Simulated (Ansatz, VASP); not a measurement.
**Two plane-wave programs on In3GaAs4**

```xyz
8
Lattice="5.8238 0.0000 0.0000 0.0000 5.8238 0.0000 0.0000 0.0000 5.8238" Properties=species:S:1:pos:R:3 pbc="T T T"
In    2.9119    0.0000    0.0000
In    0.0000    0.0000    2.9119
In    0.0000    2.9119    0.0000
Ga    2.9119    2.9119    2.9119
As    1.5196    4.3042    1.5196
As    1.5196    1.5196    4.3042
As    4.3042    4.3042    4.3042
As    4.3042    1.5196    1.5196
```

Alike in both runs: functional PBE; k mesh 6 × 6 × 6; occupations gaussian, width 0.1 eV; no spin polarisation.

Ansatz relaxed the structure, and its values are those at the end. VASP's run is a single point on that final structure, the one shown.

```csv
,VASP,Ansatz
version,VASP 6.6.1,Ansatz 0.2.0
potentials or method,"VASP PAW PBE potentials, release 64 (In_d, Ga_d, As), cutoff 520 eV","scalar-relativistic, plane waves, PAW"
valence electrons in the cell,72,112
```

```csv
,VASP,Ansatz,Ansatz less VASP
gap on the k mesh at the Fermi level (eV),0.28,0.27,-0.004
least direct gap on the mesh (eV),0.28,0.27,-0.004
pressure (GPa),8.9,8.8,-0.13
rms of the force components (eV/Å),0.004,0.001,-0.0029
```

VASP's potentials hold 72 valence electrons a cell and Ansatz's 112, so a difference there can come from the potentials and not from the codes. Ansatz's warnings: stress scf threshold loose.
